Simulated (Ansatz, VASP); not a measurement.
# One calculation of Te2Mo, two programs

Contents of INCAR:

```
SYSTEM = Te2Mo
AGGAC = 1.0
AGGAX = 1.0
ALDAC = 0.0
ALDAX = 1.0
ALGO = Normal
EDIFF = 1E-6
ENCUT = 520
GGA = B5
ISIF = 2
ISMEAR = -1
IVDW = 12
LASPH = .TRUE.
LCHARG = .TRUE.
LELF = .TRUE.
LREAL = .FALSE.
LVHAR = .TRUE.
LWAVE = .FALSE.
NBANDS = 35
NELM = 80
PREC = Accurate
SIGMA = 0.05
VDW_A1 = 0.4298
VDW_A2 = 4.2359
VDW_S6 = 1.0
VDW_S8 = 2.6996
```

The input KPOINTS:

```
k-points
0
G
  9 9 2
  0 0 0
```

Contents of POSCAR:

```
Te2Mo
1.0
    3.4463798477      0.0000000000      0.0000000000
   -1.7231899238      2.9846524992      0.0000000000
    0.0000000000      0.0000000000     13.6883444487
Te Mo
4 2
Direct
    0.6666666667      0.3333333333      0.3790000000
    0.3333333333      0.6666666667      0.8790000000
    0.6666666667      0.3333333333      0.1210000000
    0.3333333333      0.6666666667      0.6210000000
    0.6666666667      0.3333333333      0.7500000000
    0.3333333333      0.6666666667      0.2500000000
```

input.yaml

```yaml
crystal:
  lattice:
    - [3.4463798477, 0.0, 0.0]
    - [-1.7231899238, 2.9846524992, 0.0]
    - [0.0, 0.0, 13.6883444487]
  atoms:
    - { symbol: Te, position: [0.6666666667, 0.3333333333, 0.379] }
    - { symbol: Te, position: [0.3333333333, 0.6666666667, 0.879] }
    - { symbol: Te, position: [0.6666666667, 0.3333333333, 0.121] }
    - { symbol: Te, position: [0.3333333333, 0.6666666667, 0.621] }
    - { symbol: Mo, position: [0.6666666667, 0.3333333333, 0.75] }
    - { symbol: Mo, position: [0.3333333333, 0.6666666667, 0.25] }
hamiltonian:
  xc: blyp
  pseudopotentials: { kind: paw }
  dispersion: d3bj
kpoints:
  mp_grid: { grid: [9, 9, 2] }
scf:
  occupations: { method: fermi_dirac, width: 0.05 }
output:
  forces: true
  stress: true
  eigenvalues: true
```

Alike in both runs: task single point; functional BLYP; dispersion D3(BJ); k mesh 9 × 9 × 2; occupations fermi-dirac, width 0.05 eV; no spin polarisation.

|  | VASP | Ansatz |
| --- | --- | --- |
| version | VASP 6.6.1 | Ansatz 0.2.0 |
| potentials or method | VASP PAW PBE potentials, release 64 (Te, Mo_sv) | Ansatz PAW |
| plane-wave cutoff (eV) | 520 | 420 |
| valence electrons in the cell | 52 | 92 |

Ansatz gave:

* gap on the k mesh at the Fermi level (eV): 0.79
* least direct gap on the mesh (eV): 1.13
* pressure (GPa): 8.2
* traceless stress, the component that is largest in VASP (GPa): 0.53
* rms of the force components (eV/Å): 0.648

Which values does VASP return?

gap on the k mesh at the Fermi level (eV): 0.77; least direct gap on the mesh (eV): 1.13; pressure (GPa): 8.7; traceless stress, the component that is largest in VASP (GPa): 0.67; rms of the force components (eV/Å): 0.683.

VASP's potentials were made for PBE, not for BLYP. Atom by atom the forces differ by 0.035 eV/Å (rms over components). VASP's potentials hold 52 valence electrons a cell and Ansatz's 92, so a difference there can come from the potentials and not from the codes.

Neither program's run includes spin-orbit coupling. Noted on Ansatz's run: odd divisions of the mesh miss points on the zone boundary, where band edges often lie, so the gap on the mesh can be too wide.
